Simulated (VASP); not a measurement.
# Li (P6_3/mmc) in VASP: notebook

Runs on Li. Level: revPBE. Tasks: single point, relaxation of cell and atoms.

Program: VASP 6.6.1. These are calculated values, not measurements. Logs are shortened: lines on timing, memory, paths and dates and some standing lists are left out, and cuts for length are marked.

**1. The cell of the first run**

Symmetry: P6_3/mmc, No. 194, hexagonal system. The conventional cell has a = 3.146 Å, b = 3.146 Å, c = 5.132 Å, α = 90.00°, β = 90.00°, γ = 120.00°. Li (site symmetry -6m2) has 12 Li at 3.14 to 3.15 Å within 4.1 Å.

**2. Single point, revPBE (volume scaled by 1.04)**

File INCAR:

```
ALGO = Normal
EDIFF = 1E-7
ENCUT = 520
GGA = RE
ISIF = 2
ISMEAR = -1
LASPH = T
LCHARG = T
LELF = T
LREAL = F
LVHAR = T
LWAVE = F
NBANDS = 10
NELM = 80
PREC = Accurate
SIGMA = 0.1
```

File KPOINTS:

```
k-points
0
Gamma
  13 13 7
```

File POSCAR:

```
Li
1.0
    3.1455842254      0.0000000000      0.0000000000
   -1.5727921127      2.7241558489      0.0000000000
    0.0000000000      0.0000000000      5.1316753963
Li
2
Direct
    0.3333333333      0.6666666667      0.2500000000
    0.6666666667      0.3333333333      0.7500000000
```

Potentials or basis: VASP PAW PBE potentials, release 64 (Li_sv).

Command:

```console
$ cat potpaw_PBE.64/Li_sv/POTCAR > POTCAR
$ mpirun -np 1 vasp_std > vasp.out
```

OUTCAR:

```text
EDIFF = 1E-7
   ENCUT = 520
   GGA = RE
   ISIF = 2
   ISMEAR = -1
   LASPH = T
   LREAL = F
   NELM = 80
   PREC = Accurate

 ion  position               nearest neighbor table
   1  0.333  0.667  0.250-
   2  0.667  0.333  0.750-

  LATTYP: Found a hexagonal cell.
 ALAT       =     3.1455842254
 C/A-ratio  =     1.6313902374

  Lattice vectors:

 A1 = (   3.1455842254,   0.0000000000,   0.0000000000)
 A2 = (  -1.5727921127,   2.7241558489,   0.0000000000)
 A3 = (   0.0000000000,   0.0000000000,   5.1316753963)

Analysis of symmetry for initial positions (statically):
=====================================================================
 Subroutine PRICEL returns:
 Original cell was already a primitive cell.

 Routine SETGRP: Setting up the symmetry group for a
 hexagonal supercell.

 Subroutine GETGRP returns: Found 24 space group operations
 (whereof 12 operations were pure point group operations)
 out of a pool of 24 trial point group operations.

The static configuration has the point symmetry D_3d.
 The point group associated with its full space group is D_6h.

Analysis of symmetry for dynamics (positions and initial velocities):
=====================================================================
 Subroutine PRICEL returns:
 Original cell was already a primitive cell.

 Routine SETGRP: Setting up the symmetry group for a
 hexagonal supercell.

 Subroutine GETGRP returns: Found 24 space group operations
 (whereof 12 operations were pure point group operations)
 out of a pool of 24 trial point group operations.

The dynamic configuration has the point symmetry D_3d.
 The point group associated with its full space group is D_6h.

 Subroutine INISYM returns: Found 24 space group operations
 (whereof 12 operations are pure point group operations),
 and found     1 'primitive' translations

----------------------------------------------------------------------------------------

                                     Primitive cell

  volume of cell :      43.9736

  direct lattice vectors                    reciprocal lattice vectors
     3.145584225  0.000000000  0.000000000     0.317905969  0.183543097  0.000000000
    -1.572792113  2.724155849  0.000000000     0.000000000  0.367086193  0.000000000
     0.000000000  0.000000000  5.131675396     0.000000000  0.000000000  0.194868132

  length of vectors
[... 80 lines left out ...]
   ENCUT  =  520.0 eV  38.22 Ry    6.18 a.u.   5.85  5.85  9.54*2*pi/ulx,y,z
   NELM   =     80;   NELMIN=  2; NELMDL= -5     # of ELM steps
   EDIFF  = 0.1E-06   stopping-criterion for ELM
   LREAL  =      F    real-space projection
   EDIFFG = 0.1E-05   stopping-criterion for IOM
   NSW    =      0    number of steps for IOM
   IBRION =     -1    ionic relax: 0-MD 1-quasi-New 2-CG
   NFREE  =      0    steps in history (QN), initial steepest desc. (CG)
   ISIF   =      2    stress and relaxation
   ISYM   =      2    0-nonsym 1-usesym 2-fastsym
   POTIM  = 0.5000    time-step for ionic-motion
   TEBEG  =    0.0;   TEEND  =   0.0 temperature during run
   PSTRESS=    0.0 pullay stress
   NELECT =       6.0000    total number of electrons
   NUPDOWN=      -1.0000    fix difference up-down
   EMIN   =  10.00;   EMAX   =-10.00  energy-range for DOS
   EFERMI =   0.00;   METHOD = LEGACY
   ISMEAR =    -1;   SIGMA  =   0.10  broadening in eV -4-tet -1-fermi 0-gaus
   EFERMI_NEDOS =   21; number of points for ismear=-14 and -15
   IALGO  =     38    algorithm
   IMIX   =      4    mixing-type and parameters
     AMIX     =   0.40;   BMIX     =  1.00
     AMIX_MAG =   1.60;   BMIX_MAG =  1.00
  volume/ion in A,a.u.               =      21.99       148.37
  Fermi-wavevector in a.u.,A,eV,Ry     =   0.842806  1.592673  9.664523  0.710322
  Thomas-Fermi vector in A             =   1.957572
   LORBIT       =      0    0 simple, 1 ext, 2 COOP (PROOUT), +10 PAW based schemes
   GGA     = RE    functional components
   LHFCALC =     F    Hartree Fock is set to
   AEXX    =    0.0000 exact exchange contribution
   IVDW    =     0    specifies the selected vdW correction
   LEPSILON=     F    determine dielectric tensor
   LRPA    =     F    only Hartree local field effects (RPA)
 non-spin polarized calculation
  energy-cutoff  :      520.00
  volume of cell :       43.97
 maximum number of plane-waves:      1197
 NGX is ok and might be reduce to    24
   NGX = 11   NGY = 11   NGZ = 19

 number of electron       6.0000000 magnetization

 Free energy of the ion-electron system (eV)
  ---------------------------------------------------
  ext. energy  EPLUGINS =         0.00000000
  ---------------------------------------------------
  free energy    TOTEN  =        -3.63245229 eV

  energy without entropy =       -3.59792574  energy(sigma->0) =       -3.61518902

 E-fermi :   0.4702     XC(G=0):  -6.7719

 val. band max:        0.4487903894   @ k =   0.1538  -0.0000   0.1429
 cond. band min:       0.4779003042   @ k =   0.3077   0.2308   0.1429
 fundamental gap:      0.0291099148
 Fermi energy:         0.4701698799

 k-point     1 :       0.0000    0.0000    0.0000
  band No.  band energies     occupation
      1     -46.3464      2.00000
      2     -46.3337      2.00000
      3      -2.9953      2.00000
      4       0.5036      0.83463
      5       3.1543      0.00000
      6      12.3828      0.00000
      7      12.3829      0.00000
      8      13.7076      0.00000
      9      13.7077      0.00000
     10      14.3531      0.00000
[... 287 lines left out ...]
 k-point    24 :       0.1538   -0.0000    0.1429
  band No.  band energies     occupation
      1     -46.3434      2.00000
      2     -46.3333      2.00000
      3      -2.5385      2.00000
      4       0.4488      1.10649
      5       4.0371      0.00000
      6       9.6227      0.00000
      7      10.8572      0.00000
      8      12.8771      0.00000
      9      13.0808      0.00000
     10      13.8198      0.00000

 [... further k-points ...]
[... 5 lines left out ...]
  --------------------------------------------------------------------------------------
  -------------------------------------------------------------------------------------
  Total       -0.1591978     -0.1591978     -0.1128792      0.0000000      0.0000000      0.0000000
  in kB       -5.8003635     -5.8003635     -4.1127489      0.0000000      0.0000000      0.0000000
  external PRESSURE =      -5.2378253 kB  Pullay stress =       0.0000000 kB

 VOLUME and BASIS-vectors are now :
 -----------------------------------------------------------------------------
  energy-cutoff  :      520.00
  volume of cell :       43.97
      direct lattice vectors                 reciprocal lattice vectors
     3.145584225  0.000000000  0.000000000     0.317905969  0.183543097  0.000000000
    -1.572792113  2.724155849  0.000000000     0.000000000  0.367086193  0.000000000
     0.000000000  0.000000000  5.131675396     0.000000000  0.000000000  0.194868132

 POSITION                                       TOTAL-FORCE (eV/Angst)
 -----------------------------------------------------------------------------------
     -0.00000      1.81610      1.28292         0.000000      0.000000      0.000000
      1.57279      0.90805      3.84876        -0.000000     -0.000000      0.000000
 -----------------------------------------------------------------------------------
    total drift:                               -0.000000      0.000000      0.000000

  FREE ENERGIE OF THE ION-ELECTRON SYSTEM (eV)
  ---------------------------------------------------
  free  energy   TOTEN  =        -3.6324522911 eV

  energy  without entropy=       -3.5979257417  energy(sigma->0) =       -3.61518902
```

Wall time 24 s (1 thread of Intel Xeon 6975P-C, shared host); peak memory 0.16 GiB.

What came out:

```
Free energy            : -3.6325 eV
Band gap on the k mesh : zero (band 3 reaches 2.04 eV, above the bottom of band 4 at -1.58 eV)
```

Caveat: the cell differs from its parent crystal (volume scaled by 1.04); the cutoff is under 1.25 times the usual one of these potentials, so pressure, stress and relaxed cells hold a basis-set (Pulay) error; the PAW data sets were made with another functional, which shifts forces and pressure a little.

**3. Single point, revPBE (volume scaled by 1.08)**

File INCAR:

```
SYSTEM = Li
ALGO = Normal
EDIFF = 1E-6
ENCUT = 520
GGA = RE
ISIF = 2
ISMEAR = -1
LASPH = .True.
LCHARG = .True.
LELF = .True.
LREAL = .False.
LVHAR = .True.
LWAVE = .False.
NBANDS = 10
NELM = 100
PREC = Accurate
SIGMA = 0.1
```

File KPOINTS:

```
k-points
0
Gamma
  13 13 7
  0 0 0
```

File POSCAR:

```
Li
1.0
    3.1854059747      0.0000000000      0.0000000000
   -1.5927029873      2.7586424954      0.0000000000
    0.0000000000      0.0000000000      5.1966402093
Li
2
Direct
    0.3333333333      0.6666666667      0.2500000000
    0.6666666667      0.3333333333      0.7500000000
```

Potentials or basis: VASP PAW PBE potentials, release 64 (Li_sv).

Command:

```console
$ cat potpaw_PBE.64/Li_sv/POTCAR > POTCAR
$ mpirun -np 1 vasp_std > vasp.out
```

It took 19 s on 1 thread of Intel Xeon 6975P-C, shared host; peak memory 0.16 GiB.

It converged, with:

```
Free energy            : -3.6258 eV
Band gap on the k mesh : zero (band 3 reaches 1.92 eV, above the bottom of band 4 at -1.64 eV)
```

Levels at points of the mesh, in eV from the Fermi level:
```
           k point  band 1  band 2  band 3  band 4  band 5  band 6  band 7  band 8
(0.00, 0.00, 0.00)  -46.88  -46.87   -3.41    0.05    2.57   11.60   11.60   12.90
```

Caveat: the cell differs from its parent crystal (volume scaled by 1.08); the cutoff is under 1.25 times the usual one of these potentials, so pressure, stress and relaxed cells hold a basis-set (Pulay) error; the PAW data sets were made with another functional, which shifts forces and pressure a little.

**4. Single point, revPBE (volume scaled by 1.12)**

File INCAR:

```
PREC = Accurate
ENCUT = 520
EDIFF = 1E-6
ISMEAR = -1
SIGMA = 0.1
LREAL = F
LASPH = T
NELM = 80
ALGO = Normal
ISIF = 2
LWAVE = F
LCHARG = F
GGA = RE
NBANDS = 10
```

File KPOINTS:

```
regular mesh
0
Gamma
  13 13 7
```

File POSCAR:

```
Li
1.0
    3.2242562179      0.0000000000      0.0000000000
   -1.6121281089      2.7922877930      0.0000000000
    0.0000000000      0.0000000000      5.2600201168
Li
2
Direct
    0.3333333333      0.6666666667      0.2500000000
    0.6666666667      0.3333333333      0.7500000000
```

Potentials or basis: VASP PAW PBE potentials, release 64 (Li_sv).

Command:

```console
$ cat potpaw_PBE.64/Li_sv/POTCAR > POTCAR
$ mpirun -np 1 vasp_std > vasp.out
```

OUTCAR:

```text
PREC = Accurate
   ENCUT = 520
   EDIFF = 1E-6
   ISMEAR = -1
   LREAL = F
   LASPH = T
   NELM = 80
   ISIF = 2
   GGA = RE

 ion  position               nearest neighbor table
   1  0.333  0.667  0.250-
   2  0.667  0.333  0.750-

  LATTYP: Found a hexagonal cell.
 ALAT       =     3.2242562179
 C/A-ratio  =     1.6313902374

  Lattice vectors:

 A1 = (   3.2242562179,   0.0000000000,   0.0000000000)
 A2 = (  -1.6121281089,   2.7922877930,   0.0000000000)
 A3 = (   0.0000000000,   0.0000000000,   5.2600201168)

Analysis of symmetry for initial positions (statically):
=====================================================================
 Subroutine PRICEL returns:
 Original cell was already a primitive cell.

 Routine SETGRP: Setting up the symmetry group for a
 hexagonal supercell.

 Subroutine GETGRP returns: Found 24 space group operations
 (whereof 12 operations were pure point group operations)
 out of a pool of 24 trial point group operations.

The static configuration has the point symmetry D_3d.
 The point group associated with its full space group is D_6h.

Analysis of symmetry for dynamics (positions and initial velocities):
=====================================================================
 Subroutine PRICEL returns:
 Original cell was already a primitive cell.

 Routine SETGRP: Setting up the symmetry group for a
 hexagonal supercell.

 Subroutine GETGRP returns: Found 24 space group operations
 (whereof 12 operations were pure point group operations)
 out of a pool of 24 trial point group operations.

The dynamic configuration has the point symmetry D_3d.
 The point group associated with its full space group is D_6h.

 Subroutine INISYM returns: Found 24 space group operations
 (whereof 12 operations are pure point group operations),
 and found     1 'primitive' translations

----------------------------------------------------------------------------------------
[... 118 lines left out ...]
   GGA     = RE    functional components
   LHFCALC =     F    Hartree Fock is set to
   AEXX    =    0.0000 exact exchange contribution
   IVDW    =     0    specifies the selected vdW correction
   LEPSILON=     F    determine dielectric tensor
   LRPA    =     F    only Hartree local field effects (RPA)
 non-spin polarized calculation
  energy-cutoff  :      520.00
  volume of cell :       47.36
 maximum number of plane-waves:      1296
 NGX is ok and might be reduce to    24
   NGX = 11   NGY = 11   NGZ = 19

 number of electron       6.0000011 magnetization

 Free energy of the ion-electron system (eV)
  ---------------------------------------------------
  ext. energy  EPLUGINS =         0.00000000
  ---------------------------------------------------
  free energy    TOTEN  =        -3.61509052 eV

  energy without entropy =       -3.58000674  energy(sigma->0) =       -3.59754863

 E-fermi :   0.2806     XC(G=0):  -6.6033

 val. band max:        0.2645744698   @ k =   0.1538   0.0000   0.1429
 cond. band min:       0.2829737612   @ k =   0.3077   0.2308   0.1429
 fundamental gap:      0.0183992915
 Fermi energy:         0.2805663905

 k-point     1 :       0.0000    0.0000    0.0000
  band No.  band energies     occupation
      1     -46.6686      2.00000
      2     -46.6593      2.00000
      3      -3.0825      2.00000
      4       0.3412      0.70557
      5       2.7494      0.00000
      6      11.5907      0.00000
      7      11.5908      0.00000
      8      12.8582      0.00000
      9      12.8582      0.00000
     10      13.4498      0.00000
[... 287 lines left out ...]
 k-point    24 :       0.1538    0.0000    0.1429
  band No.  band energies     occupation
      1     -46.6664      2.00000
      2     -46.6589      2.00000
      3      -2.6392      2.00000
      4       0.2646      1.07979
      5       3.6345      0.00000
      6       8.9643      0.00000
      7      10.1562      0.00000
      8      12.0625      0.00000
      9      12.2448      0.00000
     10      12.9474      0.00000

 [... further k-points ...]

------------------------ aborting loop because EDIFF is reached ----------------------------------------

  FORCE on cell =-STRESS in cart. coord.  units (eV):
  Direction    XX          YY          ZZ          XY          YZ          ZX
  --------------------------------------------------------------------------------------
  -------------------------------------------------------------------------------------
  Total       -0.3899797     -0.3899797     -0.3466412     -0.0000000     -0.0000000      0.0000000
  in kB      -13.1939683    -13.1939683    -11.7277205     -0.0000000     -0.0000000      0.0000000
  external PRESSURE =     -12.7052190 kB  Pullay stress =       0.0000000 kB

 VOLUME and BASIS-vectors are now :
 -----------------------------------------------------------------------------
  energy-cutoff  :      520.00
  volume of cell :       47.36
      direct lattice vectors                 reciprocal lattice vectors
     3.224256218  0.000000000  0.000000000     0.310149049  0.179064637  0.000000000
    -1.612128109  2.792287793  0.000000000     0.000000000  0.358129274  0.000000000
     0.000000000  0.000000000  5.260020117     0.000000000  0.000000000  0.190113341

 POSITION                                       TOTAL-FORCE (eV/Angst)
 -----------------------------------------------------------------------------------
     -0.00000      1.86153      1.31501         0.000000     -0.000000      0.000000
      1.61213      0.93076      3.94502        -0.000000      0.000000      0.000000
 -----------------------------------------------------------------------------------
    total drift:                               -0.000000      0.000000      0.000000

  FREE ENERGIE OF THE ION-ELECTRON SYSTEM (eV)
  ---------------------------------------------------
  free  energy   TOTEN  =        -3.6150905193 eV

  energy  without entropy=       -3.5800067363  energy(sigma->0) =       -3.59754863
```

Run time: 16 s. Hardware: 1 thread of Intel Xeon 6975P-C, shared host; peak memory 0.16 GiB.

What came out:

```
Free energy            : -3.6151 eV
Band gap on the k mesh : zero (band 3 reaches 1.79 eV, above the bottom of band 4 at -1.71 eV)
```

Caveat: the cell differs from its parent crystal (volume scaled by 1.12); the cutoff is under 1.25 times the usual one of these potentials, so pressure, stress and relaxed cells hold a basis-set (Pulay) error; the PAW data sets were made with another functional, which shifts forces and pressure a little.

**5. Relaxation of cell and atoms, revPBE**

This run uses another cell than the first one, of 21.61 Å³/atom, 0.983 times its volume.

File INCAR:

```
SYSTEM = Li
PREC = Accurate
ENCUT = 600
EDIFF = 1E-6
ISMEAR = -1
SIGMA = 0.1
LREAL = .FALSE.
LASPH = .TRUE.
NELM = 80
ALGO = Normal
ISIF = 3
LWAVE = .FALSE.
LCHARG = .FALSE.
GGA = RE
IBRION = 2
NSW = 80
EDIFFG = -0.01
```

File KPOINTS:

```
Automatic mesh
0
G
  12 12 6
  0 0 0
```

File POSCAR:

```
Li
1.0
    3.1264265076      0.0000000000      0.0000000000
   -1.5632132538      2.7075647787      0.0000000000
    0.0000000000      0.0000000000      5.1054544869
Li
2
Direct
    0.3333333333      0.6666666667      0.2500000000
    0.6666666667      0.3333333333      0.7500000000
```

Command:

```console
$ cat potpaw_PBE.64/Li_sv/POTCAR > POTCAR
$ mpirun -np 1 vasp_std > vasp.out
```

It took 57 s on 1 thread of Intel Xeon 6975P-C, shared host; peak memory 0.18 GiB.

Results (log left out):

| Item | Value |
| --- | --- |
| Free energy | -3.6388 eV |
| Relaxed volume | 20.93 Å³/atom |
| Relaxed cell | a = 3.094 Å, b = 3.094 Å, c = 5.050 Å, α = 90.00°, β = 90.00°, γ = 120.00° |
| Space group after relaxing (to 0.05 Å) | P6_3/mmc (No. 194) |
| Energy gained by relaxing | 0.9 meV/atom |
| Ionic steps | 3 |
| Pressure after relaxing | 0.0 GPa |
| Band gap on the k mesh | zero (band 3 reaches 2.75 eV, above the bottom of band 4 at -1.82 eV) |

The path:
| step | energy change (eV) | largest force (eV/Å) | pressure (GPa) | volume (Å³) |
| --- | --- | --- | --- | --- |
| 1 | 0.0000 | 0.0000 | -0.40 | 43.22 |
| 2 | -0.0008 | 0.0000 | -0.31 | 42.88 |
| 3 | -0.0018 | 0.0000 | -0.03 | 41.87 |

Final structure:
```xyz
2
Lattice="3.0943 0.0000 0.0000 -1.5471 2.6797 0.0000 0.0000 0.0000 5.0496" Properties=species:S:1:pos:R:3 pbc="T T T"
Li    0.0000    1.7865    1.2624
Li    1.5471    0.8932    3.7872
```

Levels at points of the mesh, in eV from the Fermi level:
| k point | band 1 | band 2 | band 3 | band 4 | band 5 | band 6 | band 7 |
| --- | --- | --- | --- | --- | --- | --- | --- |
| (0.00, 0.00, 0.00) | -46.70 | -46.69 | -3.51 | 0.04 | 2.86 | 12.36 | 12.36 |
| (0.50, 0.00, 0.00) | -46.69 | -46.68 | -0.04 | 1.04 | 4.66 | 5.76 | 6.16 |
| (0.00, 0.00, 0.50) | -46.69 | -46.69 | -2.40 | -2.40 | 7.88 | 7.88 | 13.27 |
| (0.50, 0.00, 0.50) | -46.68 | -46.68 | 0.72 | 0.72 | 3.43 | 3.43 | 9.73 |

Caveat: the cutoff is under 1.25 times the usual one of these potentials, so pressure, stress and relaxed cells hold a basis-set (Pulay) error; the PAW data sets were made with another functional, which shifts forces and pressure a little.

(Continued in part 2 of 2.)
